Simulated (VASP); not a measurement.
# BaTiO3 (Pm-3m) in VASP: notebook

BaTiO3 is run at these levels: PBE; tasks: single point.

All numbers are computed with VASP 6.6.1; they aren't measurements. Logs are shortened: lines on timing, memory, paths and dates and some standing lists are left out, and cuts for length are marked.

### 1 The cell of the first run

It takes space group Pm-3m (No. 221, cubic). Conventional cell: a = 3.649 Å, b = 3.649 Å, c = 3.649 Å, α = 90.00°, β = 90.00°, γ = 90.00°. Ba (site symmetry m-3m) has 12 O at 2.58 Å and 8 Ti at 3.16 Å within 3.4 Å. Within 2.4 Å of Ti (site symmetry m-3m) lie 6 O at 1.82 Å. O (site symmetry 4/mmm) has 2 Ti at 1.82 Å within 2.4 Å.

### 2 Single point, PBE

Input file INCAR:

```
PREC = Accurate ; ENCUT = 520
EDIFF = 1E-7 ; ISMEAR = 0
SIGMA = 0.02 ; LREAL = False
LASPH = True ; NELM = 60
ALGO = Normal ; ISIF = 2
LWAVE = False ; LCHARG = False
GGA = PE ; NBANDS = 28
```

Input file KPOINTS:

```
regular mesh
0
Gamma
  8 8 8
```

Input file POSCAR:

```
BaTiO3
1.0
    3.6492877294      0.0000000000      0.0000000000
    0.0000000000      3.6492877294      0.0000000000
    0.0000000000      0.0000000000      3.6492877294
Ba Ti O
1 1 3
Direct
    0.5000000000      0.5000000000      0.5000000000
    0.0000000000      0.0000000000      0.0000000000
    0.5000000000      0.0000000000      0.0000000000
    0.0000000000      0.5000000000      0.0000000000
    0.0000000000      0.0000000000      0.5000000000
```

Potentials or basis: VASP PAW PBE potentials, release 64 (Ba_sv, Ti_sv, O).

On the command line:

```console
$ cat potpaw_PBE.64/Ba_sv/POTCAR potpaw_PBE.64/Ti_sv/POTCAR potpaw_PBE.64/O/POTCAR > POTCAR
$ mpirun -np 1 vasp_std > vasp.out
```

OUTCAR:

```text
PREC = Accurate
   ENCUT = 520
   EDIFF = 1E-7
   ISMEAR = 0
   LREAL = False
   LASPH = True
   NELM = 60
   ISIF = 2
   GGA = PE

 ion  position               nearest neighbor table
   1  0.500  0.500  0.500-   3 2.58   4 2.58   5 2.58   3 2.58   4 2.58   3 2.58   5 2.58   3 2.58
                             4 2.58   5 2.58   4 2.58   5 2.58   2 3.16   2 3.16   2 3.16   2 3.16
   2  0.000  0.000  0.000-   3 1.82   4 1.82   5 1.82   5 1.82   4 1.82   3 1.82   1 3.16   1 3.16
                             1 3.16   1 3.16   1 3.16   1 3.16   1 3.16   1 3.16
   3  0.500  0.000  0.000-   2 1.82   2 1.82   1 2.58   1 2.58   1 2.58   1 2.58
   4  0.000  0.500  0.000-   2 1.82   2 1.82   1 2.58   1 2.58   1 2.58   1 2.58
   5  0.000  0.000  0.500-   2 1.82   2 1.82   1 2.58   1 2.58   1 2.58   1 2.58

  LATTYP: Found a simple cubic cell.
 ALAT       =     3.6492877294

  Lattice vectors:

 A1 = (   3.6492877294,   0.0000000000,   0.0000000000)
 A2 = (   0.0000000000,   3.6492877294,   0.0000000000)
 A3 = (   0.0000000000,   0.0000000000,   3.6492877294)

Analysis of symmetry for initial positions (statically):
=====================================================================
 Subroutine PRICEL returns:
 Original cell was already a primitive cell.

 Routine SETGRP: Setting up the symmetry group for a
 simple cubic supercell.

 Subroutine GETGRP returns: Found 48 space group operations
[... 9 lines left out ...]

 Routine SETGRP: Setting up the symmetry group for a
 simple cubic supercell.

 Subroutine GETGRP returns: Found 48 space group operations
[... 11 lines left out ...]
                                     Primitive cell

  volume of cell :      48.5987

  direct lattice vectors                    reciprocal lattice vectors
     3.649287729  0.000000000  0.000000000     0.274026077  0.000000000  0.000000000
     0.000000000  3.649287729  0.000000000     0.000000000  0.274026077  0.000000000
     0.000000000  0.000000000  3.649287729     0.000000000  0.000000000  0.274026077

  length of vectors
     3.649287729  3.649287729  3.649287729     0.274026077  0.274026077  0.274026077

  position of ions in fractional coordinates (direct lattice)
     0.500000000  0.500000000  0.500000000
     0.000000000  0.000000000  0.000000000
     0.500000000  0.000000000  0.000000000
     0.000000000  0.500000000  0.000000000
     0.000000000  0.000000000  0.500000000

  ion indices of the primitive-cell ions
   primitive index   ion index
                 1           1
                 2           2
                 3           3
                 4           4
[... 68 lines left out ...]
   LNONCOLLINEAR =      F non collinear calculations
   LSORBIT =      F    spin-orbit coupling
   LASPH  =      T    aspherical Exc in radial PAW
   ENCUT  =  520.0 eV  38.22 Ry    6.18 a.u.   6.79  6.79  6.79*2*pi/ulx,y,z
   NELM   =     60;   NELMIN=  2; NELMDL= -5     # of ELM steps
   EDIFF  = 0.1E-06   stopping-criterion for ELM
   LREAL  =      F    real-space projection
   EDIFFG = 0.1E-05   stopping-criterion for IOM
   NSW    =      0    number of steps for IOM
   IBRION =     -1    ionic relax: 0-MD 1-quasi-New 2-CG
   NFREE  =      0    steps in history (QN), initial steepest desc. (CG)
   ISIF   =      2    stress and relaxation
   ISYM   =      2    0-nonsym 1-usesym 2-fastsym
   POTIM  = 0.5000    time-step for ionic-motion
   TEBEG  =    0.0;   TEEND  =   0.0 temperature during run
   PSTRESS=    0.0 pullay stress
   NELECT =      40.0000    total number of electrons
   NUPDOWN=      -1.0000    fix difference up-down
   EMIN   =  10.00;   EMAX   =-10.00  energy-range for DOS
   EFERMI =   0.00;   METHOD = LEGACY
   ISMEAR =     0;   SIGMA  =   0.02  broadening in eV -4-tet -1-fermi 0-gaus
   EFERMI_NEDOS =   21; number of points for ismear=-14 and -15
   IALGO  =     38    algorithm
   IMIX   =      4    mixing-type and parameters
     AMIX     =   0.40;   BMIX     =  1.00
     AMIX_MAG =   1.60;   BMIX_MAG =  1.00
  volume/ion in A,a.u.               =       9.72        65.59
  Fermi-wavevector in a.u.,A,eV,Ry     =   1.534217  2.899249 32.025680  2.353821
  Thomas-Fermi vector in A             =   2.641175
   LORBIT       =      0    0 simple, 1 ext, 2 COOP (PROOUT), +10 PAW based schemes
   GGA     = PE    functional components
   LHFCALC =     F    Hartree Fock is set to
   AEXX    =    0.0000 exact exchange contribution
   IVDW    =     0    specifies the selected vdW correction
   LEPSILON=     F    determine dielectric tensor
   LRPA    =     F    only Hartree local field effects (RPA)
 non-spin polarized calculation
 Gauss-broadening in eV      SIGMA  =   0.02
  energy-cutoff  :      520.00
  volume of cell :       48.60
 maximum number of plane-waves:      1357
 NGX is ok and might be reduce to    28
   NGX = 13   NGY = 13   NGZ = 13

 number of electron      40.0000004 magnetization

 Free energy of the ion-electron system (eV)
  ---------------------------------------------------
  ext. energy  EPLUGINS =         0.00000000
  ---------------------------------------------------
  free energy    TOTEN  =       -36.12808973 eV

  energy without entropy =      -36.12808973  energy(sigma->0) =      -36.12808973

 E-fermi :   6.8158     XC(G=0): -12.7850

 val. band max:        6.5503599173   @ k =   0.0000   0.0000   0.0000
 cond. band min:       8.4852110482   @ k =   0.0000   0.0000   0.0000
 fundamental gap:      1.9348511308
 Fermi energy:         6.8158114087

 k-point     1 :       0.0000    0.0000    0.0000
  band No.  band energies     occupation
      1     -49.1310      2.00000
      2     -25.5736      2.00000
      3     -25.5736      2.00000
      4     -25.5736      2.00000
      5     -18.3319      2.00000
      6     -10.9817      2.00000
[... 733 lines left out ...]
     27      17.0991      0.00000
     28      17.3622      0.00000

 [... further k-points ...]
[... 5 lines left out ...]
  --------------------------------------------------------------------------------------
  -------------------------------------------------------------------------------------
  Total       28.7853943     28.7853943     28.7853943      0.0000000      0.0000000     -0.0000000
  in kB      948.9830277    948.9830277    948.9830277      0.0000000      0.0000000     -0.0000000
  external PRESSURE =     948.9830277 kB  Pullay stress =       0.0000000 kB

 VOLUME and BASIS-vectors are now :
 -----------------------------------------------------------------------------
  energy-cutoff  :      520.00
  volume of cell :       48.60
      direct lattice vectors                 reciprocal lattice vectors
     3.649287729  0.000000000  0.000000000     0.274026077  0.000000000  0.000000000
     0.000000000  3.649287729  0.000000000     0.000000000  0.274026077  0.000000000
     0.000000000  0.000000000  3.649287729     0.000000000  0.000000000  0.274026077

 POSITION                                       TOTAL-FORCE (eV/Angst)
 -----------------------------------------------------------------------------------
      1.82464      1.82464      1.82464         0.000000      0.000000      0.000000
      0.00000      0.00000      0.00000         0.000000      0.000000      0.000000
      1.82464      0.00000      0.00000         0.000000      0.000000      0.000000
      0.00000      1.82464      0.00000         0.000000      0.000000      0.000000
      0.00000      0.00000      1.82464         0.000000      0.000000      0.000000
 -----------------------------------------------------------------------------------
    total drift:                               -0.000000      0.000000     -0.000000

  FREE ENERGIE OF THE ION-ELECTRON SYSTEM (eV)
  ---------------------------------------------------
  free  energy   TOTEN  =       -36.1280897284 eV

  energy  without entropy=      -36.1280897284  energy(sigma->0) =      -36.12808973
```

stdout:

```text
POSCAR found type information on POSCAR BaTiO
 POSCAR found :  3 types and       5 ions
 scaLAPACK will be used
 LDA part: xc-table for (Slater+PW92), standard interpolation
 POSCAR, INCAR and KPOINTS ok, starting setup
 FFT: planning ... GRIDC
 FFT: planning ... GRID_SOFT
 FFT: planning ... GRID
 WAVECAR not read
 entering main loop
```

Wall time 51 s (1 thread of Intel Xeon 6975P-C, shared host); peak memory 0.19 GiB.

Results:

| Property | Result |
| --- | --- |
| Free energy | -36.1281 eV |
| Pressure | 94.9 GPa |
| Band gap on the k mesh | 1.93 eV, direct |

Caveat: spin-orbit coupling is left out, which moves the levels of the heavy elements. A k mesh can miss the band edges.

### 3 Single point, PBE

This run uses another cell than the first one, of 10.66 Å³/atom, 1.097 times its volume.

Input file INCAR:

```
SYSTEM = BaTiO3
PREC     = Accurate       ! precision mode
ENCUT    = 520            ! plane-wave cutoff, eV
EDIFF    = 1E-6           ! SCF threshold, eV
ISMEAR   = 0              ! smearing method
SIGMA    = 0.02           ! smearing width, eV
LREAL    = .FALSE.        ! projectors in reciprocal space
LASPH    = .TRUE.         ! aspherical terms in the spheres
NELM     = 60             ! most SCF steps
ALGO     = Normal         ! electronic algorithm
ISIF     = 2              ! what is computed and relaxed
LWAVE    = .FALSE.        ! write WAVECAR
LCHARG   = .FALSE.        ! write CHGCAR
GGA      = PE             ! functional
NBANDS   = 28             ! bands
```

Input file KPOINTS:

```
regular mesh
0
G
  8 8 8
  0 0 0
```

POSCAR: that of step 2 with these lines changed.

```diff
@@ -2,5 +2,5 @@
 1.0
-    3.6492877294      0.0000000000      0.0000000000
-    0.0000000000      3.6492877294      0.0000000000
-    0.0000000000      0.0000000000      3.6492877294
+    3.7635931344      0.0000000000      0.0000000000
+    0.0000000000      3.7635931344      0.0000000000
+    0.0000000000      0.0000000000      3.7635931344
 Ba Ti O
```

Potentials or basis: VASP PAW PBE potentials, release 64 (Ba_sv, Ti_sv, O).

On the command line:

```console
$ cat potpaw_PBE.64/Ba_sv/POTCAR potpaw_PBE.64/Ti_sv/POTCAR potpaw_PBE.64/O/POTCAR > POTCAR
$ mpirun -np 1 vasp_std > vasp.out
```

Wall time 49 s (1 thread of Intel Xeon 6975P-C, shared host); peak memory 0.19 GiB.

Results (log left out):

```
Free energy            : -38.2739 eV
Pressure               : 53.5 GPa
Band gap on the k mesh : 1.99 eV, direct
```

Levels at points of the mesh, in eV from the valence-band top:
| k point | band 17 | band 18 | band 19 | band 20 | band 21 | band 22 | band 23 | band 24 |
| --- | --- | --- | --- | --- | --- | --- | --- | --- |
| (0.00, 0.00, 0.00) | -1.52 | 0.00 | 0.00 | 0.00 | 1.99 | 1.99 | 1.99 | 4.93 |
| (0.50, 0.00, 0.00) | -2.10 | -2.10 | -0.73 | -0.73 | 2.25 | 4.39 | 4.39 | 5.23 |
| (0.50, 0.50, 0.00) | -1.64 | -0.77 | -0.77 | -0.22 | 4.41 | 4.41 | 4.89 | 6.38 |
| (0.50, 0.50, 0.50) | -2.26 | -0.10 | -0.10 | -0.10 | 5.33 | 5.33 | 5.33 | 7.53 |

Caveat: spin-orbit coupling is left out, which moves the levels of the heavy elements.

### 4 Single point, PBE

This run uses another cell than the first one, of 11.54 Å³/atom, 1.187 times its volume.

Input file INCAR:

```
  ALGO = Normal
  EDIFF = 1E-6
  ENCUT = 520
  GGA = PE
  ISIF = 2
  ISMEAR = 0
  LASPH = True
  LCHARG = False
  LREAL = False
  LWAVE = False
  NBANDS = 28
  NELM = 100
  PREC = Accurate
  SIGMA = 0.02
```

Input file KPOINTS:

```
k-points
0
Gamma
  8 8 8
```

POSCAR: that of step 3 with these lines changed.

```diff
@@ -2,5 +2,5 @@
 1.0
-    3.7635931344      0.0000000000      0.0000000000
-    0.0000000000      3.7635931344      0.0000000000
-    0.0000000000      0.0000000000      3.7635931344
+    3.8643899105      0.0000000000      0.0000000000
+    0.0000000000      3.8643899105      0.0000000000
+    0.0000000000      0.0000000000      3.8643899105
 Ba Ti O
```

Potentials or basis: VASP PAW PBE potentials, release 64 (Ba_sv, Ti_sv, O).

On the command line:

```console
$ cat potpaw_PBE.64/Ba_sv/POTCAR potpaw_PBE.64/Ti_sv/POTCAR potpaw_PBE.64/O/POTCAR > POTCAR
$ mpirun -np 1 vasp_std > vasp.out
```

OUTCAR:

```text
EDIFF = 1E-6
   ENCUT = 520
   GGA = PE
   ISIF = 2
   ISMEAR = 0
   LASPH = True
   LREAL = False
   NELM = 100
   PREC = Accurate

 ion  position               nearest neighbor table
   1  0.500  0.500  0.500-   3 2.73   4 2.73   5 2.73   3 2.73   4 2.73   3 2.73   5 2.73   3 2.73
                             4 2.73   5 2.73   4 2.73   5 2.73   2 3.35   2 3.35   2 3.35   2 3.35
   2  0.000  0.000  0.000-   3 1.93   4 1.93   5 1.93   5 1.93   4 1.93   3 1.93   1 3.35   1 3.35
                             1 3.35   1 3.35   1 3.35   1 3.35   1 3.35   1 3.35
[... 952 lines left out ...]
  -------------------------------------------------------------------------------------
  Total        9.9759468      9.9759468      9.9759468      0.0000000      0.0000000     -0.0000000
  in kB      276.9630840    276.9630840    276.9630840      0.0000000      0.0000000     -0.0000000
  external PRESSURE =     276.9630840 kB  Pullay stress =       0.0000000 kB

 VOLUME and BASIS-vectors are now :
 -----------------------------------------------------------------------------
  energy-cutoff  :      520.00
  volume of cell :       57.71
      direct lattice vectors                 reciprocal lattice vectors
     3.864389910  0.000000000  0.000000000     0.258773059  0.000000000  0.000000000
     0.000000000  3.864389910  0.000000000     0.000000000  0.258773059  0.000000000
     0.000000000  0.000000000  3.864389910     0.000000000  0.000000000  0.258773059

 POSITION                                       TOTAL-FORCE (eV/Angst)
 -----------------------------------------------------------------------------------
      1.93219      1.93219      1.93219         0.000000      0.000000      0.000000
      0.00000      0.00000      0.00000         0.000000      0.000000      0.000000
      1.93219      0.00000      0.00000         0.000000      0.000000      0.000000
      0.00000      1.93219      0.00000         0.000000      0.000000      0.000000
      0.00000      0.00000      1.93219         0.000000      0.000000      0.000000
 -----------------------------------------------------------------------------------
    total drift:                                0.000000     -0.000000      0.000000

  FREE ENERGIE OF THE ION-ELECTRON SYSTEM (eV)
  ---------------------------------------------------
  free  energy   TOTEN  =       -39.3710383713 eV

  energy  without entropy=      -39.3710383713  energy(sigma->0) =      -39.37103837
```

stdout:

```text
POSCAR found type information on POSCAR BaTiO
 POSCAR found :  3 types and       5 ions
 scaLAPACK will be used
 LDA part: xc-table for (Slater+PW92), standard interpolation
 POSCAR, INCAR and KPOINTS ok, starting setup
 FFT: planning ... GRIDC
 FFT: planning ... GRID_SOFT
 FFT: planning ... GRID
 WAVECAR not read
 entering main loop
```

It took 65 s on 1 thread of Intel Xeon 6975P-C, shared host; peak memory 0.2 GiB.

What came out:

```
Free energy            : -39.3710 eV
Pressure               : 27.7 GPa
Band gap on the k mesh : 1.94 eV, indirect (least direct gap 1.97 eV)
```

Caveat: spin-orbit coupling is left out, which moves the levels of the heavy elements. Expect the measured gap to be larger: semilocal functionals such as PBE lack the derivative discontinuity.

### 5 The runs side by side

| cell | gap on the mesh (eV) | pressure (GPa) |
| --- | --- | --- |
| a = 3.649 Å, 5 atoms | 1.93 | 94.9 |
| a = 3.764 Å, 5 atoms | 1.99 | 53.5 |
| a = 3.864 Å, 5 atoms | 1.94 | 27.7 |

Alike in all rows: task single point; level PBE; potentials or basis VASP PAW PBE potentials, release 64 (Ba_sv, Ti_sv, O); no spin polarisation; k mesh 8 × 8 × 8; cutoff (eV) 520; smearing gaussian 0.02 eV.

Caveats: spin-orbit coupling is left out, which moves the levels of the heavy elements.

Absolute energies hang on the potentials; compare differences alone.
